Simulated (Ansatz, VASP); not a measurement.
LaH3: VASP beside Ansatz

```
La H
1.0
     0.00000    2.75081    2.75081
     2.75081    0.00000    2.75081
     2.75081    2.75081    0.00000
La H
1 3
Cartesian
  0.0000 0.0000 0.0000
  2.7508 2.7508 2.7508
  4.1262 4.1262 4.1262
  1.3754 1.3754 1.3754
```

Alike in both runs: functional PBEsol; k mesh 6 × 6 × 6; occupations fermi-dirac, width 0.15 eV; no spin polarisation.

Ansatz relaxed the structure, and its values are those at the end. VASP's run is a single point on that final structure, the one shown.

```csv
,VASP,Ansatz
version,VASP 6.6.1,Ansatz 0.2.0
potentials or method,"VASP PAW PBE potentials, release 64 (La, H), cutoff 520 eV","plane waves, PAW"
valence electrons in the cell,14,14
```

```tsv
	VASP	Ansatz	Ansatz less VASP
pressure (GPa)	-0.2	0.0	+0.18
```

VASP's potentials were made for PBE, not for PBEsol. Ansatz's warnings: force scf threshold loose, stress scf threshold loose.

Neither program's run includes spin-orbit coupling.
